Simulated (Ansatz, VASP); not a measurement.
Two plane-wave programs on CdTe

Contents of INCAR:

```
SYSTEM = CdTe
  ALGO = Normal
  EDIFF = 1E-6
  ENCUT = 500
  GGA = PE
  GGA_COMPAT = .FALSE.
  ISIF = 2
  ISMEAR = 0
  LASPH = .TRUE.
  LCHARG = .FALSE.
  LREAL = .FALSE.
  LWAVE = .FALSE.
  NBANDS = 16
  NELM = 120
  PREC = Accurate
  SIGMA = 0.02
```

Contents of KPOINTS:

```
k-points
0
G
  8 8 8
  0 0 0
```

Contents of POSCAR:

```
CdTe
1.0
    0.0000000000      3.2050000000      3.2050000000
    3.2050000000      0.0000000000      3.2050000000
    3.2050000000      3.2050000000      0.0000000000
Cd Te
1 1
Direct
    0.0000000000      0.0000000000      0.0000000000
    0.2500000000      0.2500000000      0.2500000000
```

Input for Ansatz:

```yaml
crystal:
  lattice:
    - [0.0, 3.205, 3.205]
    - [3.205, 0.0, 3.205]
    - [3.205, 3.205, 0.0]
  atoms:
    - { symbol: Cd, position: [0.0, 0.0, 0.0] }
    - { symbol: Te, position: [0.25, 0.25, 0.25] }
basis:
  ecutwfc: 420
kpoints:
  mp_grid: { grid: [8, 8, 8] }
hamiltonian:
  xc: pbe
scf:
  occupations: { method: gaussian, width: 0.02 }
output:
  forces: true
  stress: true
  eigenvalues: true
```

Alike in both runs: task single point; functional PBE; k mesh 8 × 8 × 8; occupations gaussian, width 0.02 eV; no spin polarisation.

```csv
,VASP,Ansatz
version,VASP 6.6.1,Ansatz 0.2.0
potentials or method,"VASP PAW PBE potentials, release 64 (Cd, Te), cutoff 500 eV","scalar-relativistic, plane waves, PAW"
valence electrons in the cell,18,36
```

|  | VASP | Ansatz | Ansatz less VASP |
| --- | --- | --- | --- |
| gap on the k mesh at the Fermi level (eV) | 0.87 | 0.87 | 0.000 |
| least direct gap on the mesh (eV) | 0.87 | 0.87 | 0.000 |
| pressure (GPa) | 4.4 | 4.2 | -0.15 |

VASP's potentials hold 18 valence electrons a cell and Ansatz's 36, so a difference there can come from the potentials and not from the codes.

Spin-orbit coupling is off throughout.
